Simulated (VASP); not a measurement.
## SnO2: single point with LDA

The system is SnO2.

```
Sn O
1.0
     4.72127    0.00000    0.00000
     0.00000    4.72425    0.00000
     0.00000    0.00000    3.38142
Sn O
2 4
Direct
  0.50000 0.50000 0.50000
  0.00000 0.00000 0.00000
  0.30781 0.30792 0.00000
  0.80781 0.19208 0.50000
  0.19219 0.80792 0.50000
  0.69219 0.69208 0.00000
```

This cell differs from its parent crystal: strain along c alone, the other axes held: +6.0 %, then relaxed in part.

```json
{"Program": "VASP 6.6.1", "Task": "single point", "Functional": "LDA", "Potentials or basis": "VASP PAW LDA potentials, release 64 (Sn_d, O)", "Cutoff": "520 eV", "k mesh": "6 × 6 × 8", "Occupations": "gaussian, width 0.02 eV", "Spin": "no spin polarisation"}
```

```json
{
 "Pressure": "-11.5 GPa",
 "Band gap on the k mesh": "0.38 eV"
}
```

Forces in eV/Å, atoms in the order of the input:
```
Sn   0.000  0.000  0.000
Sn   0.000  0.000  0.000
O    0.002  0.002  0.000
O    0.002 -0.002  0.000
O   -0.002  0.002  0.000
O   -0.002 -0.002  0.000
```

Stress tensor (GPa, compression positive):
```
 -7.16   0.00   0.00
  0.00  -7.20   0.00
  0.00   0.00 -20.03
```

Levels at points of the mesh, in eV from the valence-band top:
| k point | band 23 | band 24 | band 25 | band 26 | band 27 | band 28 | band 29 | band 30 |
| --- | --- | --- | --- | --- | --- | --- | --- | --- |
| (0.00, 0.00, 0.00) | -1.39 | -0.68 | -0.67 | 0.00 | 0.38 | 4.91 | 5.41 | 5.42 |
| (0.50, 0.00, 0.00) | -1.32 | -1.32 | -0.57 | -0.57 | 3.70 | 3.70 | 6.12 | 6.12 |
| (0.00, 0.50, 0.00) | -1.32 | -1.32 | -0.57 | -0.57 | 3.70 | 3.70 | 6.12 | 6.12 |
| (0.50, 0.50, 0.00) | -1.49 | -1.49 | -0.72 | -0.72 | 3.89 | 3.89 | 6.67 | 6.67 |
| (0.00, 0.00, 0.50) | -1.58 | -1.58 | -1.17 | -1.17 | 5.34 | 5.34 | 9.25 | 9.25 |
| (0.50, 0.00, 0.50) | -0.97 | -0.97 | -0.63 | -0.63 | 5.68 | 5.68 | 7.67 | 7.67 |
| (0.00, 0.50, 0.50) | -0.97 | -0.97 | -0.63 | -0.63 | 5.68 | 5.68 | 7.67 | 7.67 |
| (0.50, 0.50, 0.50) | -0.87 | -0.87 | -0.67 | -0.67 | 4.24 | 4.24 | 8.36 | 8.36 |

Wall time 5.8 min on 1 thread of Intel Xeon 8259CL (shared host), peak memory 0.27 GiB.

Caveat: the cell differs from its parent crystal (strain along c alone, the other axes held: +6.0 %, then relaxed in part); the cell stands under tension; spin-orbit coupling is left out, which moves the levels of the heavy elements.
